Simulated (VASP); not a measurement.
Br, 3 atoms in the cell. It takes space group Pm-3m (No. 221, cubic). The conventional cell has a = 4.598 Å, b = 4.598 Å, c = 4.598 Å, α = 90.00°, β = 90.00°, γ = 90.00°. Br (site symmetry 4/mmm) has 8 Br at 3.25 Å within 4.3 Å. 

| Item | Value |
| --- | --- |
| Program | VASP 6.6.1 |
| Task | single point |
| Functional | LDA |
| Potentials or basis | VASP PAW LDA potentials, release 64 (Br) |
| Cutoff | 520 eV |
| k mesh | 7 × 7 × 7 |
| Occupations | fermi-dirac, width 0.15 eV |
| Spin | no spin polarisation |
| Dipole correction | no |
| Further INCAR settings | ALGO = Normal; EDIFF = 1e-07; NBANDS = 18 |

Potentials or basis: VASP PAW LDA potentials, release 64 (Br).

Launch:

```console
$ cat potpaw_LDA.64/Br/POTCAR > POTCAR
$ mpirun -np 1 vasp_std > vasp.out
```

Hardware: 1 thread of Intel Xeon 6975P-C, with other jobs on the host.

Problem. Estimate the wall time of this run.

Solution. Run time: 25 s on 1 thread of Intel Xeon 6975P-C, on a shared host, peak memory 0.17 GiB. Counts: scf iterations 11, k points 20.
